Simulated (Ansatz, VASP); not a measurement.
ZnO: VASP beside Ansatz

```
Zn O
1.0
     3.23516    0.00000    0.00000
    -1.61758    2.80173    0.00000
     0.00000    0.00000    5.21108
Zn O
2 2
Cartesian
  0.0000 1.8678 -0.2761
  1.6176 0.9339 2.3294
  0.0000 1.8678 2.2667
  1.6176 0.9339 4.8723
```

Change from the starting cell: polar distortion scaled by 0.10.

Alike in both runs: task single point; functional r2SCAN; k mesh 12 × 12 × 8; no spin polarisation.

```csv
,VASP,Ansatz
version,VASP 6.6.1,Ansatz 0.2.0
potentials or method,"VASP PAW PBE potentials, release 64 (Zn, O), cutoff 520 eV","scalar-relativistic, plane waves, PAW"
occupations,"gaussian, width 0.01 eV",fixed
valence electrons in the cell,36,36
```

```tsv
	VASP	Ansatz	Ansatz less VASP
gap on the k mesh at the Fermi level (eV)	1.31	1.30	-0.019
least direct gap on the mesh (eV)	1.31	1.30	-0.019
pressure (GPa)	8.7	7.1	-1.58
traceless stress, the component that is largest in VASP (GPa)	-13.02	-11.68	+1.336
rms of the force components (eV/Å)	0.097	0.091	-0.0053
```

VASP's potentials were made for PBE, not for r2SCAN. Atom by atom the forces differ by 0.005 eV/Å (rms over components).
